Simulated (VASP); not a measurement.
# Ge3PPt: single point with PBE

Ge3PPt:

```
P Pt Ge
1.0
     0.00000    4.19944    0.00000
     4.19944    0.00000    0.00000
     2.09972    2.09972   -4.70873
P Pt Ge
1 1 3
Direct
  0.00000 0.00000 0.00000
  0.64790 0.64790 0.70420
  0.40040 0.40040 0.19920
  0.75370 0.25370 0.49260
  0.25370 0.75370 0.49260
```

* Program: VASP 6.6.1
* Task: single point
* Functional: PBE
* Potentials or basis: VASP PAW PBE potentials, release 64 (P, Pt, Ge_d)
* Cutoff: 520 eV
* k mesh: 5 × 5 × 5
* Occupations: methfessel-paxton, width 0.0118 eV
* Spin: no spin polarisation
* Dipole correction: no
* Further INCAR settings: ALGO = Normal; EDIFF = 1e-07; NBANDS = 36

```yaml
Pressure: 24.1 GPa
Largest_force: 3.183 eV/Å
```

Forces on the atoms (eV/Å):
```
P    0.000  0.000  0.589
Pt   0.000  0.000 -3.183
Ge   0.000  0.000  0.491
Ge   0.000  0.000  1.052
Ge   0.000  0.000  1.052
```

Stress tensor (GPa, compression positive):
```
22.80  0.00  0.00
 0.00 22.80  0.00
 0.00  0.00 26.83
```

Levels at points of the mesh, in eV from the Fermi level:
| k point | band 25 | band 26 | band 27 | band 28 | band 29 | band 30 | band 31 | band 32 |
| --- | --- | --- | --- | --- | --- | --- | --- | --- |
| (0.00, 0.00, 0.00) | -2.72 | -2.09 | -2.09 | -1.71 | -1.71 | -0.93 | 2.29 | 2.29 |

Run time: 54 s on 1 thread of Intel(R) Xeon(R) Platinum 8175M CPU @ 2.50GHz (Skylake/Cascade Lake), on a shared host, peak memory 0.22 GiB.

Caveat: spin-orbit coupling is left out, which moves the levels of the heavy elements; forces of over 1 eV/Å act on the atoms, so gaps and moduli don't describe the material at rest.
